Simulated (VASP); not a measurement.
# Ge (P3m1) in VASP: notebook

Ge is run at these levels: PBEsol; tasks: single point.

All numbers are computed with VASP 6.6.1; they aren't measurements. Logs are shortened: lines on timing, memory, paths and dates and some standing lists are left out, and cuts for length are marked.

## Step 1: The cell of the first run

It takes space group P3m1 (No. 156, trigonal). Conventional cell: a = 3.997 Å, b = 3.997 Å, c = 6.596 Å, α = 90.00°, β = 90.00°, γ = 120.00°. Ge (site symmetry 3m) has 4 Ge at 2.32 to 3.07 Å within 3.1 Å. Within 3.2 Å of Ge (site symmetry 3m) lie 4 Ge at 2.45 to 2.47 Å. Within 3.2 Å of Ge (site symmetry 3m) lie 4 Ge at 2.45 to 3.07 Å. Within 3.1 Å of Ge (site symmetry 3m) lie 4 Ge at 2.32 to 2.47 Å.

## Step 2: Single point, PBEsol (atom 1 (Ge) moved -0.600 Å along Cartesian [0 0 1])

The input, INCAR:

```
SYSTEM = Ge
PREC = Accurate
ENCUT = 520
EDIFF = 1E-7
ISMEAR = 0
SIGMA = 0.15
LREAL = .False.
LASPH = .True.
NELM = 80
ALGO = Normal
ISIF = 2
LWAVE = .False.
LCHARG = .True.
GGA = PS
LELF = .True.
LVHAR = .True.
NBANDS = 36
```

The input, KPOINTS:

```
Automatic mesh
0
Gamma
  12 12 8
  0 0 0
```

The input, POSCAR:

```
Ge
1.0
    3.9969678618      0.0000000000      0.0000000000
   -1.9984839309      3.4614757064      0.0000000000
    0.0000000000      0.0000000000      6.5963651449
Ge
4
Direct
    0.6666666667      0.3333333333     -0.0280473287
    0.3333333333      0.6666666667      0.5629118567
    0.6666666667      0.3333333333      0.4370881433
    0.3333333333      0.6666666667      0.9370881433
```

Potentials or basis: VASP PAW PBE potentials, release 64 (Ge_d).

Command:

```bash
$ cat potpaw_PBE.64/Ge_d/POTCAR > POTCAR
$ mpirun -np 1 vasp_std > vasp.out
```

OUTCAR:

```text
SYSTEM = Ge
   PREC = Accurate
   ENCUT = 520
   EDIFF = 1E-7
   ISMEAR = 0
   LREAL = .False.
   LASPH = .True.
   NELM = 80
   ISIF = 2
   GGA = PS

 ion  position               nearest neighbor table
   1  0.667  0.333  0.972-   4 2.32   4 2.32   4 2.32
   2  0.333  0.667  0.563-   3 2.45   3 2.45   3 2.45   4 2.47
   3  0.667  0.333  0.437-   2 2.45   2 2.45   2 2.45
   4  0.333  0.667  0.937-   1 2.32   1 2.32   1 2.32   2 2.47

  LATTYP: Found a hexagonal cell.
 ALAT       =     3.9969678618
 C/A-ratio  =     1.6503423027

  Lattice vectors:

 A1 = (   3.9969678618,   0.0000000000,   0.0000000000)
 A2 = (  -1.9984839309,   3.4614757064,   0.0000000000)
 A3 = (   0.0000000000,   0.0000000000,   6.5963651449)

Analysis of symmetry for initial positions (statically):
=====================================================================
 Subroutine PRICEL returns:
 Original cell was already a primitive cell.

 Routine SETGRP: Setting up the symmetry group for a
 hexagonal supercell.

 Subroutine GETGRP returns: Found  6 space group operations
 (whereof  6 operations were pure point group operations)
 out of a pool of 24 trial point group operations.

The static configuration has the point symmetry C_3v.

Analysis of symmetry for dynamics (positions and initial velocities):
=====================================================================
 Subroutine PRICEL returns:
 Original cell was already a primitive cell.

 Routine SETGRP: Setting up the symmetry group for a
 hexagonal supercell.

 Subroutine GETGRP returns: Found  6 space group operations
 (whereof  6 operations were pure point group operations)
 out of a pool of 24 trial point group operations.

The dynamic configuration has the point symmetry C_3v.

 Subroutine INISYM returns: Found  6 space group operations
 (whereof  6 operations are pure point group operations),
 and found     1 'primitive' translations

----------------------------------------------------------------------------------------

                                     Primitive cell

  volume of cell :      91.2634

  direct lattice vectors                    reciprocal lattice vectors
     3.996967862  0.000000000  0.000000000     0.250189652  0.144447063  0.000000000
    -1.998483931  3.461475706  0.000000000     0.000000000  0.288894126  0.000000000
     0.000000000  0.000000000  6.596365145     0.000000000  0.000000000  0.151598642

  length of vectors
     3.996967862  3.996967862  6.596365145     0.288894126  0.288894126  0.151598642

  position of ions in fractional coordinates (direct lattice)
     0.666666667  0.333333333  0.971952671
     0.333333333  0.666666667  0.562911857
     0.666666667  0.333333333  0.437088143
     0.333333333  0.666666667  0.937088143

  ion indices of the primitive-cell ions
   primitive index   ion index
                 1           1
                 2           2
                 3           3
                 4           4

----------------------------------------------------------------------------------------

 KPOINTS: Automatic mesh

Automatic generation of k-mesh.
 Grid dimensions read from file:
 generate k-points for:   12   12    8

 Generating k-lattice:

  Cartesian coordinates                     Fractional coordinates (reciprocal lattice)
     0.020849138  0.012037255  0.000000000     0.083333333  0.000000000  0.000000000
     0.000000000  0.024074511  0.000000000     0.000000000  0.083333333  0.000000000
     0.000000000  0.000000000  0.018949830     0.000000000  0.000000000  0.125000000

  Length of vectors
     0.024074511  0.024074511  0.018949830

  Shift w.r.t. Gamma in fractional coordinates (k-lattice)
     0.000000000  0.000000000  0.000000000

 Subroutine IBZKPT returns following result:
 ===========================================

 Found    131 irreducible k-points:

 Following reciprocal coordinates:
            Coordinates               Weight
  0.000000  0.000000  0.000000      1.000000
  0.083333 -0.000000  0.000000      6.000000
  0.166667  0.000000  0.000000      6.000000
  0.250000  0.000000  0.000000      6.000000
  0.333333 -0.000000  0.000000      6.000000
  0.416667  0.000000  0.000000      6.000000
[... 16 lines left out ...]
  0.166667  0.000000  0.125000      6.000000
  0.000000  0.166667  0.125000      6.000000
 [... further k-points ...]
   k-points           NKPTS =    131   k-points in BZ     NKDIM =    131   number of bands    NBANDS=     36
   number of dos      NEDOS =    301   number of ions     NIONS =      4
   total plane-waves  NPLWV =  45000
   dimension x,y,z NGX =    30 NGY =   30 NGZ =   50
   dimension x,y,z NGXF=    60 NGYF=   60 NGZF=  100
   ions per type =               4
   NGX,Y,Z   is equivalent  to a cutoff of  12.48, 12.48, 12.60 a.u.
   NGXF,Y,Z  is equivalent  to a cutoff of  24.96, 24.96, 25.20 a.u.
 SYSTEM =  Ge
   PREC   = accura    normal or accurate (medium, high low for compatibility)
   ISTART =      0    job   : 0-new  1-cont  2-samecut
   ICHARG =      2    charge: 1-file 2-atom 10-const
   ISPIN  =      1    spin polarized calculation?
   LNONCOLLINEAR =      F non collinear calculations
   LSORBIT =      F    spin-orbit coupling
   LASPH  =      T    aspherical Exc in radial PAW
   ENCUT  =  520.0 eV  38.22 Ry    6.18 a.u.   7.43  7.43 12.26*2*pi/ulx,y,z
   NELM   =     80;   NELMIN=  2; NELMDL= -5     # of ELM steps
   EDIFF  = 0.1E-06   stopping-criterion for ELM
   LREAL  =      F    real-space projection
   EDIFFG = 0.1E-05   stopping-criterion for IOM
   NSW    =      0    number of steps for IOM
   IBRION =     -1    ionic relax: 0-MD 1-quasi-New 2-CG
   NFREE  =      0    steps in history (QN), initial steepest desc. (CG)
   ISIF   =      2    stress and relaxation
   ISYM   =      2    0-nonsym 1-usesym 2-fastsym
   POTIM  = 0.5000    time-step for ionic-motion
   TEBEG  =    0.0;   TEEND  =   0.0 temperature during run
   PSTRESS=    0.0 pullay stress
   NELECT =      56.0000    total number of electrons
   NUPDOWN=      -1.0000    fix difference up-down
   EMIN   =  10.00;   EMAX   =-10.00  energy-range for DOS
   EFERMI =   0.00;   METHOD = LEGACY
   ISMEAR =     0;   SIGMA  =   0.15  broadening in eV -4-tet -1-fermi 0-gaus
   EFERMI_NEDOS =   21; number of points for ismear=-14 and -15
   IALGO  =     38    algorithm
   IMIX   =      4    mixing-type and parameters
     AMIX     =   0.40;   BMIX     =  1.00
     AMIX_MAG =   1.60;   BMIX_MAG =  1.00
  volume/ion in A,a.u.               =      22.82       153.97
  Fermi-wavevector in a.u.,A,eV,Ry     =   1.391144  2.628880 26.331090  1.935281
  Thomas-Fermi vector in A             =   2.515011
   LORBIT       =      0    0 simple, 1 ext, 2 COOP (PROOUT), +10 PAW based schemes
   GGA     = PS    functional components
   LHFCALC =     F    Hartree Fock is set to
   AEXX    =    0.0000 exact exchange contribution
   IVDW    =     0    specifies the selected vdW correction
   LEPSILON=     F    determine dielectric tensor
   LRPA    =     F    only Hartree local field effects (RPA)
 non-spin polarized calculation
 Gauss-broadening in eV      SIGMA  =   0.15
  energy-cutoff  :      520.00
  volume of cell :       91.26
 maximum number of plane-waves:      2491
 NGX is ok and might be reduce to    30
   NGX = 15   NGY = 15   NGZ = 25

 number of electron      56.0000051 magnetization

 Free energy of the ion-electron system (eV)
  ---------------------------------------------------
  ext. energy  EPLUGINS =         0.00000000
  ---------------------------------------------------
  free energy    TOTEN  =       -18.51304149 eV

  energy without entropy =      -18.50369701  energy(sigma->0) =      -18.50836925

 E-fermi :   4.6886     XC(G=0): -10.0885

 val. band max:        4.6849682030   @ k =   0.0000   0.4167   0.1250
 cond. band min:       4.7007103039   @ k =   0.0000   0.0000   0.0000
 fundamental gap:      0.0157421009
 Fermi energy:         4.6886422119

 k-point     1 :       0.0000    0.0000    0.0000
  band No.  band energies     occupation
      1     -20.5481      2.00000
      2     -20.5160      2.00000
      3     -20.5160      2.00000
      4     -20.4691      2.00000
      5     -20.4691      2.00000
      6     -20.2974      2.00000
[... 28 lines left out ...]
     35       9.1024      0.00000
     36      10.4722      0.00000

 k-point     2 :       0.0833   -0.0000    0.0000
  band No.  band energies     occupation
      1     -20.5500      2.00000
      2     -20.5299      2.00000
      3     -20.5272      2.00000
      4     -20.4654      2.00000
      5     -20.4626      2.00000
      6     -20.2966      2.00000
[... 28 lines left out ...]
     35       9.3780      0.00000
     36      10.6014      0.00000

 k-point     3 :       0.1667    0.0000    0.0000
  band No.  band energies     occupation
      1     -20.5649      2.00000
      2     -20.5578      2.00000
      3     -20.5395      2.00000
      4     -20.4630      2.00000
      5     -20.4502      2.00000
      6     -20.3040      2.00000
[... 28 lines left out ...]
     35      10.0390      0.00000
     36      10.4138      0.00000

 k-point     4 :       0.2500    0.0000    0.0000
  band No.  band energies     occupation
      1     -20.5922      2.00000
      2     -20.5864      2.00000
      3     -20.5407      2.00000
      4     -20.4649      2.00000
      5     -20.4360      2.00000
      6     -20.3174      2.00000
[... 28 lines left out ...]
     35      10.7801      0.00000
     36      10.9401      0.00000

 k-point     5 :       0.3333   -0.0000    0.0000
  band No.  band energies     occupation
      1     -20.6166      2.00000
      2     -20.6098      2.00000
      3     -20.5396      2.00000
      4     -20.4684      2.00000
      5     -20.4214      2.00000
      6     -20.3319      2.00000
[... 655 lines left out ...]
 k-point    22 :       0.0000    0.0833    0.1250
  band No.  band energies     occupation
      1     -20.5499      2.00000
      2     -20.5299      2.00000
      3     -20.5272      2.00000
      4     -20.4654      2.00000
      5     -20.4626      2.00000
      6     -20.2966      2.00000
[... 28 lines left out ...]
     35       9.2920      0.00000
     36      10.9143      0.00000

 k-point    23 :       0.1667    0.0000    0.1250
  band No.  band energies     occupation
      1     -20.5649      2.00000
      2     -20.5578      2.00000
      3     -20.5395      2.00000
      4     -20.4630      2.00000
      5     -20.4502      2.00000
      6     -20.3040      2.00000
[... 28 lines left out ...]
     35      10.0508      0.00000
     36      10.8003      0.00000

 k-point    24 :       0.0000    0.1667    0.1250
  band No.  band energies     occupation
      1     -20.5649      2.00000
      2     -20.5578      2.00000
      3     -20.5395      2.00000
      4     -20.4630      2.00000
      5     -20.4502      2.00000
      6     -20.3040      2.00000
[... 28 lines left out ...]
     35       9.9431      0.00000
     36      10.6388      0.00000

 [... further k-points ...]

------------------------ aborting loop because EDIFF is reached ----------------------------------------

  FORCE on cell =-STRESS in cart. coord.  units (eV):
  Direction    XX          YY          ZZ          XY          YZ          ZX
  --------------------------------------------------------------------------------------
  -------------------------------------------------------------------------------------
  Total        3.5432808      3.5432808     -1.1223716      0.0000000     -0.0000000      0.0000000
  in kB       62.2041727     62.2041727    -19.7038290      0.0000000     -0.0000000      0.0000000
  external PRESSURE =      34.9015054 kB  Pullay stress =       0.0000000 kB

 VOLUME and BASIS-vectors are now :
 -----------------------------------------------------------------------------
  energy-cutoff  :      520.00
  volume of cell :       91.26
      direct lattice vectors                 reciprocal lattice vectors
     3.996967862  0.000000000  0.000000000     0.250189652  0.144447063  0.000000000
    -1.998483931  3.461475706  0.000000000     0.000000000  0.288894126  0.000000000
     0.000000000  0.000000000  6.596365145     0.000000000  0.000000000  0.151598642

 POSITION                                       TOTAL-FORCE (eV/Angst)
 -----------------------------------------------------------------------------------
      1.99848      1.15383      6.41135         0.000000     -0.000000      2.378491
     -0.00000      2.30765      3.71317         0.000000      0.000000     -0.790280
      1.99848      1.15383      2.88319         0.000000      0.000000     -1.067928
     -0.00000      2.30765      6.18138        -0.000000      0.000000     -0.520283
 -----------------------------------------------------------------------------------
    total drift:                                0.000000     -0.000000      0.000222

  FREE ENERGIE OF THE ION-ELECTRON SYSTEM (eV)
  ---------------------------------------------------
  free  energy   TOTEN  =       -18.5130414935 eV

  energy  without entropy=      -18.5036970123  energy(sigma->0) =      -18.50836925
```

It took 3.3 min on 1 thread of Intel Xeon 6975P-C (Granite Rapids), shared host; peak memory 0.41 GiB.

Results:

```yaml
Free_energy: -18.5130 eV
Pressure: 3.5 GPa
Largest_force: 2.378 eV/Å
Band_gap_on_the_k_mesh: zero (bands 28 and 29 overlap by 0.63 eV)
```

Forces on the atoms (eV/Å):
```
Ge   0.000  0.000  2.378
Ge   0.000  0.000 -0.790
Ge   0.000  0.000 -1.068
Ge   0.000  0.000 -0.520
```

Stress tensor (GPa, compression positive):
```
 6.22  0.00  0.00
 0.00  6.22  0.00
 0.00  0.00 -1.97
```

Caveat: the cell differs from its parent crystal (atom 1 (Ge) moved -0.600 Å along Cartesian [0 0 1]); the cell stands under pressure; semilocal functionals underestimate gaps, so a narrow gap can read as zero; the PAW data sets were made with another functional, which shifts forces and pressure a little.

## Step 3: Single point, PBEsol (atom 1 (Ge) moved +0.450 Å along Cartesian [0 0 1])

The input, INCAR:

```
ALGO = Normal ; EDIFF = 1E-7
ENCUT = 520 ; GGA = PS
ISIF = 2 ; ISMEAR = 0
LASPH = T ; LCHARG = T
LELF = T ; LREAL = F
LVHAR = T ; LWAVE = F
NBANDS = 36 ; NELM = 60
PREC = Accurate ; SIGMA = 0.15
```

The input, KPOINTS:

```
k-points
0
Gamma
  12 12 8
```

POSCAR, as its differences from that of step 2:

```diff
@@ -8,3 +8,3 @@
 Direct
-    0.6666666667      0.3333333333     -0.0280473287
+    0.6666666667      0.3333333333      0.1311312457
     0.3333333333      0.6666666667      0.5629118567
```

Potentials or basis: VASP PAW PBE potentials, release 64 (Ge_d).

Command:

```bash
$ cat potpaw_PBE.64/Ge_d/POTCAR > POTCAR
$ mpirun -np 1 vasp_std > vasp.out
```

Run time: 3 min. Hardware: 1 thread of Intel Xeon 6975P-C (Granite Rapids), shared host; peak memory 0.41 GiB.

Results (log left out):

```yaml
Free_energy: -17.9130 eV
Pressure: 5.7 GPa
Largest_force: 9.617 eV/Å
Band_gap_on_the_k_mesh: zero (bands 28 and 29 overlap by 1.05 eV)
```

Forces in eV/Å, atoms in the order of the input:
```
Ge   0.000  0.000 -9.617
Ge   0.000  0.000  0.546
Ge   0.000  0.000  7.099
Ge   0.000  0.000  1.971
```

Stress tensor (GPa, compression positive):
```
-2.76  0.00  0.00
 0.00 -2.76  0.00
 0.00  0.00 22.48
```

Levels at points of the mesh, in eV from the Fermi level:
```csv
k point,band 25,band 26,band 27,band 28,band 29,band 30,band 31,band 32
"(0.00, 0.00, 0.00)",-1.81,-1.34,-0.26,0.34,0.89,0.89,1.70,1.70
"(0.50, 0.00, 0.00)",-4.92,-3.46,-3.34,-0.64,0.44,1.76,2.52,2.57
"(0.00, 0.00, 0.50)",-1.58,-1.58,-0.05,-0.05,0.30,1.95,2.90,2.90
"(0.50, 0.00, 0.50)",-3.29,-3.06,-2.48,-1.47,-0.33,0.43,1.73,3.09
```

Caveat: the cell differs from its parent crystal (atom 1 (Ge) moved +0.450 Å along Cartesian [0 0 1]); the cell stands under pressure; the PAW data sets were made with another functional, which shifts forces and pressure a little.

(Continued in part 2 of 2.)
